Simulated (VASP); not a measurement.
## TeS2: single point with PBE

The system is TeS2.

```
Te S
1.0
    -3.57424    3.57424    2.97520
     3.57424   -3.57424    2.97520
     3.57424    3.57424   -2.97520
Te S
2 4
Direct
  0.25000 0.25000 0.00000
  0.75000 0.75000 0.00000
  0.66700 0.16700 0.83400
  0.16700 0.33300 0.50000
  0.33300 0.83300 0.16600
  0.83300 0.66700 0.50000
```

* Program: VASP 6.6.1
* Task: single point
* Functional: PBE
* Potentials or basis: VASP PAW PBE potentials, release 64 (Te, S)
* Cutoff: 520 eV
* k mesh: 4 × 4 × 4
* Occupations: gaussian, width 0.1 eV
* Spin: no spin polarisation
* Dipole correction: no
* Further INCAR settings: ALGO = Normal; EDIFF = 1e-06; NBANDS = 27

```yaml
Pressure: -6.2 GPa
Largest_force: 0.032 eV/Å
Band_gap_on_the_k_mesh: zero (bands 18 and 19 overlap by 0.17 eV)
```

Forces in eV/Å, atoms in the order of the input:
```
Te   0.000  0.000  0.000
Te   0.000  0.000  0.000
S   -0.022 -0.022  0.000
S    0.022 -0.022  0.000
S    0.022  0.022  0.000
S   -0.022  0.022  0.000
```

Stress tensor (GPa, compression positive):
```
-11.01   0.00   0.00
  0.00 -11.01   0.00
  0.00   0.00   3.50
```

Levels at points of the mesh, in eV from the Fermi level:
| k point | band 14 | band 15 | band 16 | band 17 | band 18 | band 19 | band 20 | band 21 | band 22 | band 23 |
| --- | --- | --- | --- | --- | --- | --- | --- | --- | --- | --- |
| (0.00, 0.00, 0.00) | -1.24 | -1.17 | -0.23 | -0.23 | 0.10 | 1.01 | 2.35 | 2.35 | 2.39 | 2.39 |
| (0.50, 0.00, 0.00) | -1.75 | -1.04 | -1.04 | -0.39 | -0.39 | 0.37 | 0.37 | 1.24 | 1.24 | 2.33 |
| (0.50, 0.50, 0.00) | -1.05 | -0.98 | -0.65 | -0.54 | -0.26 | -0.05 | 0.15 | 0.16 | 2.36 | 3.20 |
| (0.50, 0.50, 0.50) | -1.59 | -0.99 | -0.66 | -0.66 | -0.62 | -0.04 | 0.68 | 0.68 | 0.80 | 0.80 |

Run time: 43 s on 1 thread of Intel(R) Xeon(R) 6975P-C (Granite Rapids), with other jobs on the host, peak memory 0.31 GiB.

Caveat: the cell stands under tension; spin-orbit coupling is left out, which moves the levels of the heavy elements.
